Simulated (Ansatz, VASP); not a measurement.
**InP: VASP beside Ansatz**

Contents of POSCAR:

```
InP
1.0
    0.0000000000      2.8303577487      2.8303577487
    2.8303577487      0.0000000000      2.8303577487
    2.8303577487      2.8303577487      0.0000000000
In P
1 1
Direct
    0.0000000000      0.0000000000      0.0000000000
    0.2500000000      0.2500000000      0.2500000000
```

INCAR.step1

```
SYSTEM = InP
PREC = Accurate
ENCUT = 520
ISMEAR = 0
SIGMA = 0.02
LREAL = .FALSE.
LASPH = .TRUE.
NELM = 100
NBANDS = 16
GGA = PE
ALGO = Normal
EDIFF = 1E-4
LWAVE = .TRUE.
LCHARG = .FALSE.
```

INCAR.step2

```
SYSTEM = InP
PREC = Accurate
ENCUT = 520
EDIFF = 1E-7
ISMEAR = 0
SIGMA = 0.02
LREAL = .FALSE.
LASPH = .TRUE.
NELM = 100
ALGO = Normal
ISIF = 2
LWAVE = .FALSE.
LCHARG = .TRUE.
METAGGA = R2SCAN
LMIXTAU = .TRUE.
LELF = .TRUE.
LVHAR = .TRUE.
NBANDS = 16
ISTART = 1
```

Contents of KPOINTS:

```
regular mesh
0
G
  8 8 8
  0 0 0
```

Input for Ansatz:

```yaml
crystal:
  lattice:
    - [0.0, 2.8303577487, 2.8303577487]
    - [2.8303577487, 0.0, 2.8303577487]
    - [2.8303577487, 2.8303577487, 0.0]
  atoms:
    - { symbol: In, position: [0.0, 0.0, 0.0] }
    - { symbol: P, position: [0.25, 0.25, 0.25] }
basis:
  ecutwfc: 500
kpoints:
  mp_grid: { grid: [8, 8, 8] }
hamiltonian:
  xc: r2scan
scf:
  occupations: { method: gaussian, width: 0.02 }
output:
  forces: true
  stress: true
  eigenvalues: true
```

Alike in both runs: task single point; functional r2SCAN; k mesh 8 × 8 × 8; occupations gaussian, width 0.02 eV; no spin polarisation.

|  | VASP | Ansatz |
| --- | --- | --- |
| version | VASP 6.6.1 | Ansatz 0.2.0 |
| potentials or method | VASP PAW PBE potentials, release 64 (In_d, P), cutoff 520 eV | scalar-relativistic, plane waves, PAW |
| valence electrons in the cell | 18 | 18 |

```tsv
	VASP	Ansatz	Ansatz less VASP
gap on the k mesh at the Fermi level (eV)	1.77	1.76	-0.008
least direct gap on the mesh (eV)	1.77	1.76	-0.008
pressure (GPa)	11.5	11.6	+0.17
```

VASP's potentials were made for PBE, not for r2SCAN. The functional is the same, so the differences come from potentials, cutoffs and numerics.
